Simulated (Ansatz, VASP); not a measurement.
## Two plane-wave programs on GaBiTe2Se

```xyz
5
Lattice="4.0763 0.0000 0.0000 -2.0382 3.5302 0.0000 0.0000 0.0000 10.5355" Properties=species:S:1:pos:R:3 pbc="T T T"
Ga    2.0382    1.1767    6.0772
Bi    0.0000    2.3535   10.4836
Te    2.0382    1.1767    1.8941
Te    0.0000    0.0000    8.3185
Se    0.0000    0.0000    4.8332
```

Change from the starting cell: species swapped into the CeZnCuP2 type (P3m1, No. 156).

Alike in both runs: functional PBE; k mesh 12 × 12 × 4; occupations gaussian, width 0.1 eV; no spin polarisation.

Ansatz relaxed the structure, and its values are those at the end. VASP's run is a single point on that final structure, the one shown.

|  | VASP | Ansatz |
| --- | --- | --- |
| version | VASP 6.6.1 | Ansatz 0.2.0 |
| potentials or method | VASP PAW PBE potentials, release 64 (Ga_d, Bi_d, Te, Se), cutoff 520 eV | scalar-relativistic, plane waves, PAW |
| valence electrons in the cell | 46 | 76 |

|  | VASP | Ansatz | Ansatz less VASP |
| --- | --- | --- | --- |
| gap on the k mesh at the Fermi level (eV) | none | none | - |
| pressure (GPa) | 0.0 | 0.0 | -0.03 |
| rms of the force components (eV/Å) | 0.007 | 0.004 | -0.0037 |

A gap of «none» marks a metal or a gap that the smearing closes. VASP's potentials hold 46 valence electrons a cell and Ansatz's 76, so a difference there can come from the potentials and not from the codes.

Neither program's run includes spin-orbit coupling.
